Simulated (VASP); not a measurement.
# Ir (P6_3/mmc) in VASP: further runs, part 2 of 2

VASP 6.6.1. The steps go on from the part before.

### 4 Single point, r2SCAN

This run uses another cell than the first one, of 21.19 Å³/atom, 1.490 times its volume.

POSCAR

```
Ir
1.0
    3.9359905362      0.0000000000      0.0000000000
   -1.9679952681      3.4086677934      0.0000000000
    0.0000000000      0.0000000000      6.3190795213
Ir
4
Direct
    0.3333333333      0.6666666667      0.4395579607
    0.6666666667      0.3333333333      0.9395579607
    0.6666666667      0.3333333333      0.5604420393
    0.3333333333      0.6666666667      0.0604420393
```

INCAR.step1

```
  ALGO = Normal
  EDIFF = 1E-4
  ENCUT = 520
  GGA = PE
  ISMEAR = 0
  LASPH = T
  LCHARG = F
  LREAL = F
  LWAVE = T
  NBANDS = 26
  NELM = 100
  PREC = Accurate
  SIGMA = 0.1
```

INCAR.step2

```
  ALGO = Normal
  EDIFF = 1E-7
  ENCUT = 520
  ISIF = 2
  ISMEAR = 0
  ISTART = 1
  LASPH = T
  LCHARG = F
  LMIXTAU = T
  LREAL = F
  LWAVE = F
  METAGGA = R2SCAN
  NBANDS = 26
  NELM = 100
  PREC = Accurate
  SIGMA = 0.1
```

KPOINTS

```
k-points
0
Gamma
  15 15 8
```

Potentials or basis: VASP PAW PBE potentials, release 64 (Ir).

Run with:

```sh
$ cat potpaw_PBE.64/Ir/POTCAR > POTCAR
$ cp INCAR.step1 INCAR
$ mpirun -np 1 vasp_std > vasp.out
$ cp INCAR.step2 INCAR
$ mpirun -np 1 vasp_std > vasp.out
```

OUTCAR:

```text
EDIFF = 1E-7
   ENCUT = 520
   ISIF = 2
   ISMEAR = 0
   ISTART = 1
   LASPH = T
   LREAL = F
   METAGGA = R2SCAN
   NELM = 100
   PREC = Accurate

 ion  position               nearest neighbor table
   1  0.333  0.667  0.440-   4 2.40   3 2.40   3 2.40   3 2.40
   2  0.667  0.333  0.940-   3 2.40   4 2.40   4 2.40   4 2.40
   3  0.667  0.333  0.560-   2 2.40   1 2.40   1 2.40   1 2.40
   4  0.333  0.667  0.060-   1 2.40   2 2.40   2 2.40   2 2.40

  LATTYP: Found a hexagonal cell.
 ALAT       =     3.9359905362
 C/A-ratio  =     1.6054610557

  Lattice vectors:

 A1 = (   3.9359905362,   0.0000000000,   0.0000000000)
 A2 = (  -1.9679952681,   3.4086677934,   0.0000000000)
 A3 = (   0.0000000000,   0.0000000000,   6.3190795213)

Analysis of symmetry for initial positions (statically):
=====================================================================
 Subroutine PRICEL returns:
 Original cell was already a primitive cell.

 Routine SETGRP: Setting up the symmetry group for a
[... 167 lines left out ...]
 Free energy of the ion-electron system (eV)
  ---------------------------------------------------
  ext. energy  EPLUGINS =         0.00000000
  ---------------------------------------------------
  free energy    TOTEN  =      -205.26289071 eV

  energy without entropy =     -205.23518526  energy(sigma->0) =     -205.24903798

 E-fermi :   5.2591     XC(G=0): -12.1067

 val. band max:        5.2520200967   @ k =   0.2000   0.0667   0.2500
 cond. band min:       5.2615620459   @ k =   0.2000   0.1333   0.1250
 fundamental gap:      0.0095419492
 Fermi energy:         5.2590944866

 k-point     1 :       0.0000    0.0000    0.0000
  band No.  band energies     occupation
      1      -3.1491      2.00000
      2      -0.8539      2.00000
      3      -0.5213      2.00000
      4      -0.5213      2.00000
      5      -0.1614      2.00000
      6      -0.1614      2.00000
[... 685 lines left out ...]
     25       8.3185      0.00000
     26       8.7361      0.00000

 [... further k-points ...]
[... 5 lines left out ...]
  --------------------------------------------------------------------------------------
  -------------------------------------------------------------------------------------
  Total        0.2196428      0.2196428      0.2250889      0.0000000      0.0000000     -0.0000000
  in kB        4.1508300      4.1508300      4.2537521      0.0000000      0.0000000     -0.0000000
  external PRESSURE =       4.1851373 kB  Pullay stress =       0.0000000 kB

 VOLUME and BASIS-vectors are now :
 -----------------------------------------------------------------------------
  energy-cutoff  :      520.00
  volume of cell :       84.78
      direct lattice vectors                 reciprocal lattice vectors
     3.935990536  0.000000000  0.000000000     0.254065652  0.146684872  0.000000000
    -1.967995268  3.408667793  0.000000000     0.000000000  0.293369745  0.000000000
     0.000000000  0.000000000  6.319079521     0.000000000  0.000000000  0.158250897

 POSITION                                       TOTAL-FORCE (eV/Angst)
 -----------------------------------------------------------------------------------
     -0.00000      2.27245      2.77760         0.000000     -0.000000     -0.000739
      1.96800      1.13622      5.93714        -0.000000      0.000000     -0.000739
      1.96800      1.13622      3.54148        -0.000000      0.000000      0.000739
     -0.00000      2.27245      0.38194         0.000000     -0.000000      0.000739
 -----------------------------------------------------------------------------------
    total drift:                               -0.000000      0.000000     -0.000000

  FREE ENERGIE OF THE ION-ELECTRON SYSTEM (eV)
  ---------------------------------------------------
  free  energy   TOTEN  =      -205.2628907127 eV

  energy  without entropy=     -205.2351852555  energy(sigma->0) =     -205.24903798
```

OSZICAR.step1:

```text
N       E                     dE             d eps       ncg     rms          rms(c)
DAV:   1     0.340595107159E+03    0.34060E+03   -0.15708E+04  7020   0.131E+03
DAV:   2    -0.109523816314E+02   -0.35155E+03   -0.32730E+03  7070   0.382E+02
DAV:   3    -0.322755636581E+02   -0.21323E+02   -0.20191E+02  9030   0.960E+01
DAV:   4    -0.329862238704E+02   -0.71066E+00   -0.70139E+00  7942   0.184E+01
DAV:   5    -0.329989758050E+02   -0.12752E-01   -0.12742E-01  7986   0.226E+00    0.212E+01
DAV:   6    -0.314263527335E+02    0.15726E+01   -0.36959E+00  8570   0.167E+01    0.865E+00
DAV:   7    -0.312249513764E+02    0.20140E+00   -0.47413E-01  9588   0.551E+00    0.287E+00
DAV:   8    -0.311981796186E+02    0.26772E-01   -0.64396E-02  7164   0.170E+00    0.907E-01
DAV:   9    -0.311956014460E+02    0.25782E-02   -0.31417E-03  7290   0.365E-01    0.510E-02
DAV:  10    -0.311956776889E+02   -0.76243E-04   -0.79253E-05  4422   0.657E-02
   1 F= -.31195678E+02 E0= -.31181271E+02  d E =-.288132E-01
```

It took 20 min on 1 thread of Intel Xeon Platinum 8259CL at 2.50GHz (Skylake/Cascade Lake), shared host; peak memory 0.36 GiB.

Results:

```
Free energy            : -205.2629 eV
Pressure               : 0.4 GPa
Band gap on the k mesh : zero (band 18 reaches 5.52 eV, above the bottom of band 19 at 4.94 eV)
```

Levels at points of the mesh, in eV from the Fermi level:
```tsv
k point	band 15	band 16	band 17	band 18	band 19	band 20	band 21	band 22
(0.00, 0.00, 0.00)	-1.91	-1.43	-1.35	-1.35	0.26	0.26	0.93	0.93
(0.00, 0.00, 0.50)	-1.65	-1.65	-1.65	-1.65	0.58	0.58	0.58	0.58
```

Caveat: the PAW data sets were made with another functional, which shifts forces and pressure a little; spin-orbit coupling is left out, which moves the levels of the heavy elements.

### 5 Single point, r2SCAN

This run uses another cell than the first one, of 14.56 Å³/atom, 1.023 times its volume.

POSCAR

```
Ir
1.0
    3.4412818680      0.0000000000      0.0000000000
   -1.7206409340      2.9802375193      0.0000000000
    0.0000000000      0.0000000000      5.6781150822
Ir
4
Direct
    0.3333333333      0.6666666667      0.4375000000
    0.6666666667      0.3333333333      0.9375000000
    0.6666666667      0.3333333333      0.5625000000
    0.3333333333      0.6666666667      0.0625000000
```

INCAR.step1

```
SYSTEM = Ir
PREC     = Accurate       ! precision mode
ENCUT    = 520            ! plane-wave cutoff, eV
ISMEAR   = 0              ! smearing method
SIGMA    = 0.1            ! smearing width, eV
LREAL    = .FALSE.        ! projectors in reciprocal space
LASPH    = .TRUE.         ! aspherical terms in the spheres
NELM     = 100            ! most SCF steps
NBANDS   = 26             ! bands
GGA      = PE             ! functional
ALGO     = Normal         ! electronic algorithm
EDIFF    = 1E-4           ! SCF threshold, eV
LWAVE    = .TRUE.         ! write WAVECAR
LCHARG   = .FALSE.        ! write CHGCAR
```

INCAR.step2

```
SYSTEM = Ir
PREC     = Accurate       ! precision mode
ENCUT    = 520            ! plane-wave cutoff, eV
EDIFF    = 1E-6           ! SCF threshold, eV
ISMEAR   = 0              ! smearing method
SIGMA    = 0.1            ! smearing width, eV
LREAL    = .FALSE.        ! projectors in reciprocal space
LASPH    = .TRUE.         ! aspherical terms in the spheres
NELM     = 100            ! most SCF steps
ALGO     = Normal         ! electronic algorithm
ISIF     = 2              ! what is computed and relaxed
LWAVE    = .FALSE.        ! write WAVECAR
LCHARG   = .FALSE.        ! write CHGCAR
METAGGA  = R2SCAN         ! meta-GGA
LMIXTAU  = .TRUE.       
NBANDS   = 26             ! bands
ISTART   = 1
```

KPOINTS

```
regular mesh
0
G
  6 6 4
  0 0 0
```

Run with:

```sh
$ cat potpaw_PBE.64/Ir/POTCAR > POTCAR
$ cp INCAR.step1 INCAR
$ mpirun -np 1 vasp_std > vasp.out
$ cp INCAR.step2 INCAR
$ mpirun -np 1 vasp_std > vasp.out
```

It took 2.2 min on 1 thread of Intel Xeon Platinum 8259CL at 2.50GHz (Skylake/Cascade Lake), shared host; peak memory 0.19 GiB.

It converged, with:

```yaml
Free_energy: -195.0068 eV
Pressure: 170.4 GPa
Largest_force: 0.707 eV/Å
Band_gap_on_the_k_mesh: zero (band 18 reaches 11.27 eV, above the bottom of band 19 at 10.38 eV)
```

Forces in eV/Å, atoms in the order of the input:
```
Ir   0.000  0.000 -0.707
Ir   0.000  0.000 -0.707
Ir   0.000  0.000  0.707
Ir   0.000  0.000  0.707
```

Stress tensor (GPa, compression positive):
```
173.39   0.00   0.00
  0.00 173.39   0.00
  0.00   0.00 164.54
```

Levels at points of the mesh, in eV from the Fermi level:
```
           k point  band 14  band 15  band 16  band 17  band 18  band 19  band 20  band 21  band 22  band 23
(0.00, 0.00, 0.00)    -3.28    -3.28    -2.75    -1.78    -1.78     0.96     0.96     2.22     2.22     3.15
(0.50, 0.00, 0.00)    -4.14    -3.09    -2.01    -1.39    -0.19     1.12     1.13     2.01     2.38     2.74
(0.00, 0.00, 0.50)    -4.52    -2.19    -2.19    -2.19    -2.19     1.53     1.53     1.53     1.53     7.89
(0.50, 0.00, 0.50)    -4.02    -2.39    -2.39    -0.01    -0.01     0.75     0.75     0.79     0.79     3.03
```

Caveat: the PAW data sets were made with another functional, which shifts forces and pressure a little; spin-orbit coupling is left out, which moves the levels of the heavy elements.

### 6 Overview

| cell | k mesh | gap on the mesh (eV) | pressure (GPa) |
| --- | --- | --- | --- |
| a = 2.721, b = 2.721, c = 8.877 Å, angles 90.0, 90.0, 120.0°, 4 atoms | 21 × 21 × 6 | none | 2.5 |
| a = 2.728, b = 2.728, c = 8.835 Å, angles 90.0, 90.0, 120.0°, 4 atoms | 9 × 9 × 2 | none | 2.4 |
| a = 3.936, b = 3.936, c = 6.319 Å, angles 90.0, 90.0, 120.0°, 4 atoms | 15 × 15 × 8 | none | 0.4 |
| a = 3.441, b = 3.441, c = 5.678 Å, angles 90.0, 90.0, 120.0°, 4 atoms | 6 × 6 × 4 | none | 170.4 |

Alike in all rows: task single point; level r2SCAN; potentials or basis VASP PAW PBE potentials, release 64 (Ir); no spin polarisation; cutoff (eV) 520; smearing gaussian 0.1 eV.

Caveats: the PAW data sets were made with another functional, which shifts forces and pressure a little; spin-orbit coupling is left out, which moves the levels of the heavy elements.

Total energies depend on the potentials used, so only differences within one code and one set of settings carry meaning.
